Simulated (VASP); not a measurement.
# Sr (Fm-3m) in VASP: notebook

The runs below take Sr through single point, relaxation of cell and atoms, with LDA.

Program: VASP 6.6.1. These are calculated values, not measurements. Logs are shortened: lines on timing, memory, paths and dates and some standing lists are left out, and cuts for length are marked.

## Step 1: The cell of the first run

The structure is cubic, space group Fm-3m (No. 225). The conventional cell has a = 5.794 Å, b = 5.794 Å, c = 5.794 Å, α = 90.00°, β = 90.00°, γ = 90.00°. Within 5.4 Å of Sr (site symmetry m-3m) lie 12 Sr at 4.10 Å.

## Step 2: Single point, LDA

File INCAR:

```
PREC = Accurate
ENCUT = 520
EDIFF = 1E-6
ISMEAR = 0
SIGMA = 0.1
LREAL = False
LASPH = True
NELM = 60
ALGO = Normal
ISIF = 2
LWAVE = False
LCHARG = False
GGA = CA
NBANDS = 11
```

File KPOINTS:

```
regular mesh
0
Gamma
  12 12 12
```

File POSCAR:

```
Sr
1.0
    0.0000000000      2.8967611074      2.8967611074
    2.8967611074      0.0000000000      2.8967611074
    2.8967611074      2.8967611074      0.0000000000
Sr
1
Direct
    0.0000000000      0.0000000000      0.0000000000
```

Potentials or basis: VASP PAW LDA potentials, release 64 (Sr_sv).

Started as:

```
$ cat potpaw_LDA.64/Sr_sv/POTCAR > POTCAR
$ mpirun -np 1 vasp_std > vasp.out
```

OUTCAR:

```text
PREC = Accurate
   ENCUT = 520
   EDIFF = 1E-6
   ISMEAR = 0
   LREAL = False
   LASPH = True
   NELM = 60
   ISIF = 2
   GGA = CA

 ion  position               nearest neighbor table
   1  0.000  0.000  0.000-

  LATTYP: Found a face centered cubic cell.
 ALAT       =     5.7935222148

  Lattice vectors:

 A1 = (   0.0000000000,   2.8967611074,   2.8967611074)
 A2 = (   2.8967611074,   0.0000000000,   2.8967611074)
 A3 = (   2.8967611074,   2.8967611074,   0.0000000000)

Analysis of symmetry for initial positions (statically):
=====================================================================
 Subroutine PRICEL returns:
 Original cell was already a primitive cell.

 Routine SETGRP: Setting up the symmetry group for a
 face centered cubic supercell.

 Subroutine GETGRP returns: Found 48 space group operations
 (whereof 48 operations were pure point group operations)
 out of a pool of 48 trial point group operations.

The static configuration has the point symmetry O_h .

Analysis of symmetry for dynamics (positions and initial velocities):
=====================================================================
 Subroutine PRICEL returns:
 Original cell was already a primitive cell.

 Routine SETGRP: Setting up the symmetry group for a
 face centered cubic supercell.

 Subroutine GETGRP returns: Found 48 space group operations
 (whereof 48 operations were pure point group operations)
 out of a pool of 48 trial point group operations.

The dynamic configuration has the point symmetry O_h .

 Subroutine INISYM returns: Found 48 space group operations
 (whereof 48 operations are pure point group operations),
 and found     1 'primitive' translations

----------------------------------------------------------------------------------------

                                     Primitive cell

  volume of cell :      48.6147

  direct lattice vectors                    reciprocal lattice vectors
     0.000000000  2.896761107  2.896761107    -0.172606570  0.172606570  0.172606570
     2.896761107  0.000000000  2.896761107     0.172606570 -0.172606570  0.172606570
     2.896761107  2.896761107  0.000000000     0.172606570  0.172606570 -0.172606570

  length of vectors
     4.096638845  4.096638845  4.096638845     0.298963350  0.298963350  0.298963350

  position of ions in fractional coordinates (direct lattice)
     0.000000000  0.000000000  0.000000000

  ion indices of the primitive-cell ions
   primitive index   ion index
                 1           1

----------------------------------------------------------------------------------------

 KPOINTS: regular mesh

Automatic generation of k-mesh.
 Grid dimensions read from file:
 generate k-points for:   12   12   12

 Generating k-lattice:

  Cartesian coordinates                     Fractional coordinates (reciprocal lattice)
    -0.014383881  0.014383881  0.014383881     0.083333333  0.000000000  0.000000000
     0.014383881 -0.014383881  0.014383881     0.000000000  0.083333333  0.000000000
     0.014383881  0.014383881 -0.014383881     0.000000000  0.000000000  0.083333333

  Length of vectors
     0.024913612  0.024913612  0.024913612

  Shift w.r.t. Gamma in fractional coordinates (k-lattice)
     0.000000000  0.000000000  0.000000000

 Subroutine IBZKPT returns following result:
 ===========================================

 Found     72 irreducible k-points:

 Following reciprocal coordinates:
            Coordinates               Weight
  0.000000  0.000000  0.000000      1.000000
  0.083333  0.000000  0.000000      8.000000
  0.166667  0.000000  0.000000      8.000000
  0.250000  0.000000  0.000000      8.000000
  0.333333  0.000000  0.000000      8.000000
  0.416667  0.000000  0.000000      8.000000
[... 16 lines left out ...]
  0.500000  0.166667  0.000000     24.000000
 -0.416667  0.166667  0.000000     24.000000
 [... further k-points ...]
   k-points           NKPTS =     72   k-points in BZ     NKDIM =     72   number of bands    NBANDS=     11
   number of dos      NEDOS =    301   number of ions     NIONS =      1
   total plane-waves  NPLWV =  27000
   dimension x,y,z NGX =    30 NGY =   30 NGZ =   30
   dimension x,y,z NGXF=    60 NGYF=   60 NGZF=   60
   ions per type =               1
   NGX,Y,Z   is equivalent  to a cutoff of  12.17, 12.17, 12.17 a.u.
   NGXF,Y,Z  is equivalent  to a cutoff of  24.35, 24.35, 24.35 a.u.
 SYSTEM =  unknown system
   PREC   = accura    normal or accurate (medium, high low for compatibility)
   ISTART =      0    job   : 0-new  1-cont  2-samecut
   ICHARG =      2    charge: 1-file 2-atom 10-const
   ISPIN  =      1    spin polarized calculation?
   LNONCOLLINEAR =      F non collinear calculations
   LSORBIT =      F    spin-orbit coupling
   LASPH  =      T    aspherical Exc in radial PAW
   ENCUT  =  520.0 eV  38.22 Ry    6.18 a.u.   7.62  7.62  7.62*2*pi/ulx,y,z
   NELM   =     60;   NELMIN=  2; NELMDL= -5     # of ELM steps
   EDIFF  = 0.1E-05   stopping-criterion for ELM
   LREAL  =      F    real-space projection
   EDIFFG = 0.1E-04   stopping-criterion for IOM
   NSW    =      0    number of steps for IOM
   IBRION =     -1    ionic relax: 0-MD 1-quasi-New 2-CG
   NFREE  =      0    steps in history (QN), initial steepest desc. (CG)
   ISIF   =      2    stress and relaxation
   ISYM   =      2    0-nonsym 1-usesym 2-fastsym
   POTIM  = 0.5000    time-step for ionic-motion
   TEBEG  =    0.0;   TEEND  =   0.0 temperature during run
   PSTRESS=    0.0 pullay stress
   NELECT =      10.0000    total number of electrons
   NUPDOWN=      -1.0000    fix difference up-down
   EMIN   =  10.00;   EMAX   =-10.00  energy-range for DOS
   EFERMI =   0.00;   METHOD = LEGACY
   ISMEAR =     0;   SIGMA  =   0.10  broadening in eV -4-tet -1-fermi 0-gaus
   EFERMI_NEDOS =   21; number of points for ismear=-14 and -15
   IALGO  =     38    algorithm
   IMIX   =      4    mixing-type and parameters
     AMIX     =   0.40;   BMIX     =  1.00
     AMIX_MAG =   1.60;   BMIX_MAG =  1.00
  volume/ion in A,a.u.               =      48.61       328.07
  Fermi-wavevector in a.u.,A,eV,Ry     =   0.966389  1.826211 12.706596  0.933908
  Thomas-Fermi vector in A             =   2.096187
   LORBIT       =      0    0 simple, 1 ext, 2 COOP (PROOUT), +10 PAW based schemes
   GGA     = CA    functional components
   LHFCALC =     F    Hartree Fock is set to
   AEXX    =    0.0000 exact exchange contribution
   IVDW    =     0    specifies the selected vdW correction
   LEPSILON=     F    determine dielectric tensor
   LRPA    =     F    only Hartree local field effects (RPA)
 non-spin polarized calculation
 Gauss-broadening in eV      SIGMA  =   0.10
  energy-cutoff  :      520.00
  volume of cell :       48.61
 maximum number of plane-waves:      1363
   NGX = 15   NGY = 15   NGZ = 15

 number of electron      10.0000000 magnetization

 Free energy of the ion-electron system (eV)
  ---------------------------------------------------
  ext. energy  EPLUGINS =         0.00000000
  ---------------------------------------------------
  free energy    TOTEN  =        -1.89919317 eV

  energy without entropy =       -1.89509606  energy(sigma->0) =       -1.89714462

 E-fermi :   1.8803     XC(G=0):  -7.9529

 val. band max:        1.8535198300   @ k =  -0.3333   0.3333   0.1667
 cond. band min:       1.9058675981   @ k =  -0.3333   0.3333   0.1667
 fundamental gap:      0.0523477682
 Fermi energy:         1.8802708798

 k-point     1 :       0.0000    0.0000    0.0000
  band No.  band energies     occupation
      1     -34.3698      2.00000
      2     -16.3226      2.00000
      3     -16.3226      2.00000
      4     -16.3226      2.00000
      5      -1.9871      2.00000
      6       4.2282      0.00000
      7       4.2282      0.00000
      8       4.2282      0.00000
      9       5.8935      0.00000
     10       5.8935      0.00000
     11       9.4105      0.00000

 k-point     2 :       0.0833    0.0000    0.0000
  band No.  band energies     occupation
      1     -34.3681      2.00000
      2     -16.3442      2.00000
      3     -16.3254      2.00000
      4     -16.3254      2.00000
      5      -1.8596      2.00000
      6       4.0419      0.00000
      7       4.2892      0.00000
      8       4.2892      0.00000
      9       5.8119      0.00000
     10       5.8119      0.00000
     11       9.7352      0.00000

 k-point     3 :       0.1667    0.0000    0.0000
  band No.  band energies     occupation
      1     -34.3634      2.00000
      2     -16.4027      2.00000
      3     -16.3330      2.00000
      4     -16.3330      2.00000
      5      -1.4928      2.00000
      6       3.6085      0.00000
      7       4.4085      0.00000
      8       4.4085      0.00000
      9       5.6962      0.00000
     10       5.6962      0.00000
     11       9.9707      0.00000

 k-point     4 :       0.2500    0.0000    0.0000
  band No.  band energies     occupation
      1     -34.3569      2.00000
      2     -16.4811      2.00000
      3     -16.3434      2.00000
      4     -16.3434      2.00000
      5      -0.9341      2.00000
      6       3.1192      0.00000
      7       4.4053      0.00000
      8       4.4053      0.00000
      9       5.8358      0.00000
     10       5.8358      0.00000
     11       9.2215      0.00000

 k-point     5 :       0.3333    0.0000    0.0000
  band No.  band energies     occupation
      1     -34.3505      2.00000
      2     -16.5578      2.00000
      3     -16.3538      2.00000
      4     -16.3538      2.00000
      5      -0.2718      2.00000
      6       2.6778      0.00000
      7       4.2562      0.00000
      8       4.2562      0.00000
      9       6.2947      0.00000
     10       6.2947      0.00000
     11       8.6249      0.00000
[... 211 lines left out ...]
 k-point    21 :       0.3333    0.1667    0.0000
  band No.  band energies     occupation
      1     -34.3505      2.00000
      2     -16.5137      2.00000
      3     -16.3762      2.00000
      4     -16.3750      2.00000
      5      -0.3346      2.00000
      6       2.7834      0.00000
      7       3.8476      0.00000
      8       4.7353      0.00000
      9       5.5307      0.00000
     10       6.6163      0.00000
     11       9.6081      0.00000

 k-point    22 :       0.4167    0.1667    0.0000
  band No.  band energies     occupation
      1     -34.3452      2.00000
      2     -16.5687      2.00000
      3     -16.3938      2.00000
      4     -16.3816      2.00000
      5       0.3254      2.00000
      6       2.4469      0.00000
      7       3.5828      0.00000
      8       4.6099      0.00000
      9       6.1795      0.00000
     10       7.0271      0.00000
     11       8.5603      0.00000

 k-point    23 :       0.5000    0.1667    0.0000
  band No.  band energies     occupation
      1     -34.3419      2.00000
      2     -16.6012      2.00000
      3     -16.4102      2.00000
      4     -16.3817      2.00000
      5       0.9094      2.00000
      6       2.1298      0.00042
      7       3.4912      0.00000
      8       4.4841      0.00000
      9       6.7869      0.00000
     10       7.1475      0.00000
     11       7.8692      0.00000

 k-point    24 :      -0.4167    0.1667    0.0000
  band No.  band energies     occupation
      1     -34.3415      2.00000
      2     -16.6039      2.00000
      3     -16.4204      2.00000
      4     -16.3754      2.00000
      5       1.0369      2.00000
      6       2.0899      0.00302
      7       3.4513      0.00000
      8       4.4355      0.00000
      9       6.7451      0.00000
     10       7.1337      0.00000
     11       7.9377      0.00000

 [... further k-points ...]

------------------------ aborting loop because EDIFF is reached ----------------------------------------

  FORCE on cell =-STRESS in cart. coord.  units (eV):
  Direction    XX          YY          ZZ          XY          YZ          ZX
  --------------------------------------------------------------------------------------
  -------------------------------------------------------------------------------------
  Total       -0.0000676     -0.0000676     -0.0000676     -0.0000000     -0.0000000     -0.0000000
  in kB       -0.0022293     -0.0022293     -0.0022293     -0.0000000     -0.0000000     -0.0000000
  external PRESSURE =      -0.0022293 kB  Pullay stress =       0.0000000 kB

 VOLUME and BASIS-vectors are now :
 -----------------------------------------------------------------------------
  energy-cutoff  :      520.00
  volume of cell :       48.61
      direct lattice vectors                 reciprocal lattice vectors
     0.000000000  2.896761107  2.896761107    -0.172606570  0.172606570  0.172606570
     2.896761107  0.000000000  2.896761107     0.172606570 -0.172606570  0.172606570
     2.896761107  2.896761107  0.000000000     0.172606570  0.172606570 -0.172606570

 POSITION                                       TOTAL-FORCE (eV/Angst)
 -----------------------------------------------------------------------------------
      0.00000      0.00000      0.00000         0.000000     -0.000000      0.000000
 -----------------------------------------------------------------------------------
    total drift:                               -0.000000     -0.000000      0.000000

  FREE ENERGIE OF THE ION-ELECTRON SYSTEM (eV)
  ---------------------------------------------------
  free  energy   TOTEN  =        -1.8991931734 eV

  energy  without entropy=       -1.8950960634  energy(sigma->0) =       -1.89714462
```

Wall time 46 s (1 thread of Intel Xeon 8259CL, shared host); peak memory 0.17 GiB.

Results:

```
Free energy : -1.8992 eV
Pressure    : 0.0 GPa
```

Levels at points of the mesh, in eV from the Fermi level:
| k point | band 2 | band 3 | band 4 | band 5 | band 6 | band 7 | band 8 | band 9 |
| --- | --- | --- | --- | --- | --- | --- | --- | --- |
| (0.00, 0.00, 0.00) | -18.20 | -18.20 | -18.20 | -3.87 | 2.35 | 2.35 | 2.35 | 4.01 |
| (0.50, 0.00, 0.00) | -18.51 | -18.24 | -18.24 | -1.26 | 0.29 | 2.18 | 2.18 | 5.22 |
| (0.50, 0.50, 0.00) | -18.49 | -18.31 | -18.31 | -0.83 | 0.15 | 1.38 | 5.23 | 5.57 |

## Step 3: Relaxation of cell and atoms, LDA

This run uses another cell than the first one, of 55.83 Å³/atom.

File INCAR:

```
SYSTEM = Sr
  PREC = Accurate
  ENCUT = 600
  EDIFF = 1E-7
  ISMEAR = 0
  SIGMA = 0.01
  LREAL = .FALSE.
  LASPH = .TRUE.
  NELM = 80
  ALGO = Normal
  ISIF = 3
  LWAVE = .FALSE.
  LCHARG = .FALSE.
  GGA = CA
  IBRION = 2
  NSW = 100
  EDIFFG = -0.002
```

File KPOINTS:

```
regular mesh
0
G
  10 10 10
  0 0 0
```

File POSCAR:

```
Sr
1.0
    0.0000000000      3.0336031300      3.0336031300
    3.0336031300      0.0000000000      3.0336031300
    3.0336031300      3.0336031300      0.0000000000
Sr
1
Direct
    0.0000000000      0.0000000000      0.0000000000
```

Potentials or basis: VASP PAW LDA potentials, release 64 (Sr_sv).

Started as:

```
$ cat potpaw_LDA.64/Sr_sv/POTCAR > POTCAR
$ mpirun -np 1 vasp_std > vasp.out
```

Run time: 2.3 min. Hardware: 1 thread of Intel Xeon 8259CL, shared host; peak memory 0.19 GiB.

Results (log left out):

```
Free energy                           : -1.8969 eV
Relaxed volume                        : 48.35 Å³/atom
Relaxed cell                          : a = 4.089 Å, b = 4.089 Å, c = 4.089 Å, α = 60.00°, β = 60.00°, γ = 60.00°
Space group after relaxing (to 0.1 Å) : Fm-3m (No. 225)
Energy gained by relaxing             : 39.8 meV/atom
Ionic steps                           : 4
Pressure after relaxing               : 0.0 GPa
```

Step by step:
```
step  energy change (eV)  largest force (eV/Å)  pressure (GPa)  volume (Å³)
   1              0.0000                0.0000           -1.57        55.83
   2             -0.0320                0.0000           -0.77        51.53
   3             -0.0397                0.0000           -0.12        48.83
   4             -0.0398                0.0000            0.01        48.35
```

Final structure:
```
CELL_PARAMETERS angstrom
0.00000 2.89146 2.89146
2.89146 0.00000 2.89146
2.89146 2.89146 0.00000
ATOMIC_POSITIONS crystal
Sr 0.00000 0.00000 0.00000
```

Levels at points of the mesh, in eV from the Fermi level:
```tsv
k point	band 2	band 3	band 4	band 5	band 6	band 7	band 8	band 9
(0.00, 0.00, 0.00)	-18.19	-18.19	-18.19	-3.87	2.36	2.36	2.36	4.04
(0.50, 0.00, 0.00)	-18.50	-18.23	-18.23	-1.26	0.31	2.19	2.19	5.25
(0.50, 0.50, 0.00)	-18.48	-18.30	-18.30	-0.83	0.15	1.41	5.26	5.60
```

## Step 4: Relaxation of cell and atoms, LDA

This run uses another cell than the first one, of 48.36 Å³/atom.

File INCAR:

```
PREC = Accurate
ENCUT = 600
EDIFF = 1E-7
ISMEAR = 0
SIGMA = 0.1
LREAL = False
LASPH = True
NELM = 60
ALGO = Normal
ISIF = 3
LWAVE = False
LCHARG = False
IBRION = 2
NSW = 100
EDIFFG = -0.002
```

File KPOINTS:

```
regular mesh
0
Gamma
  12 12 12
```

File POSCAR:

```
Sr
1.0
    0.0000000000      2.8917852949      2.8917852949
    2.8917852949      0.0000000000      2.8917852949
    2.8917852949      2.8917852949      0.0000000000
Sr
1
Direct
    0.0000000000      0.0000000000      0.0000000000
```

Started as:

```
$ cat potpaw_LDA.64/Sr_sv/POTCAR > POTCAR
$ mpirun -np 1 vasp_std > vasp.out
```

Run time: 2.9 min. Hardware: 1 thread of Intel Xeon 8259CL, shared host; peak memory 0.19 GiB.

Results (log left out):

```yaml
Free_energy: -1.8992 eV
Relaxed_volume: 48.65 Å³/atom
Relaxed_cell: a = 4.098 Å, b = 4.098 Å, c = 4.098 Å, α = 60.00°, β = 60.00°, γ = 60.00°
Space_group_after_relaxing_to_0.1_Å: Fm-3m (No. 225)
Energy_gained_by_relaxing: 0.1 meV/atom
Ionic_steps: 4
Pressure_after_relaxing: 0.0 GPa
```

Final structure:
```
Sr
1.0
     0.00000    2.89748    2.89748
     2.89748    0.00000    2.89748
     2.89748    2.89748    0.00000
Sr
1
Direct
  0.00000 0.00000 0.00000
```

Levels at points of the mesh, in eV from the Fermi level:
| k point | band 2 | band 3 | band 4 | band 5 | band 6 | band 7 | band 8 | band 9 |
| --- | --- | --- | --- | --- | --- | --- | --- | --- |
| (0.00, 0.00, 0.00) | -18.20 | -18.20 | -18.20 | -3.87 | 2.35 | 2.35 | 2.35 | 4.01 |
| (0.50, 0.00, 0.00) | -18.51 | -18.25 | -18.25 | -1.26 | 0.29 | 2.18 | 2.18 | 5.21 |
| (0.50, 0.50, 0.00) | -18.50 | -18.32 | -18.32 | -0.83 | 0.15 | 1.38 | 5.23 | 5.57 |

## Step 5: The runs side by side

```tsv
task	cell	k mesh	cutoff (eV)	smearing	pressure (GPa)	relaxed volume (Å³/atom)
single point	a = 4.097 Å, angles 60.0°, 1 atom	12 × 12 × 12	520	gaussian 0.1 eV	0.0	-
relaxation of cell and atoms	relaxed from a = 4.290 Å, angles 60.0°, 1 atom	10 × 10 × 10	600	gaussian 0.01 eV	0.0	48.35
relaxation of cell and atoms	relaxed from a = 4.090 Å, angles 60.0°, 1 atom	12 × 12 × 12	600	gaussian 0.1 eV	0.0	48.65
```

Alike in all rows: level LDA; potentials or basis VASP PAW LDA potentials, release 64 (Sr_sv); no spin polarisation.

Total energies depend on the potentials used, so only differences within one code and one set of settings carry meaning.
